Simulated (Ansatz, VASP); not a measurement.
PbSe: VASP beside Ansatz

```xyz
2
Lattice="0.0000 3.0200 3.0200 3.0200 0.0000 3.0200 3.0200 3.0200 0.0000" Properties=species:S:1:pos:R:3 pbc="T T T"
Pb    0.0000    0.0000    0.0000
Se    3.0200    3.0200    3.0200
```

Alike in both runs: functional LDA; k mesh 6 × 6 × 6; no spin polarisation.

Ansatz relaxed the structure, and its values are those at the end. VASP's run is a single point on that final structure, the one shown.

|  | VASP | Ansatz |
| --- | --- | --- |
| version | VASP 6.6.1 | Ansatz 0.2.0 |
| potentials or method | VASP PAW LDA potentials, release 64 (Pb_d, Se) | plane waves, PAW |
| plane-wave cutoff (eV) | 500 | 420 |
| occupations | gaussian, width 0.01 eV | fixed |
| valence electrons in the cell | 20 | 30 |

|  | VASP | Ansatz | Ansatz less VASP |
| --- | --- | --- | --- |
| pressure (GPa) | 0.1 | 0.0 | -0.11 |

LDA's correlation is that of Perdew and Zunger in VASP and of Perdew and Wang (1992) in Ansatz. VASP's potentials hold 20 valence electrons a cell and Ansatz's 30, so a difference there can come from the potentials and not from the codes. Ansatz's warnings: stress scf threshold loose.

Neither program's run includes spin-orbit coupling.
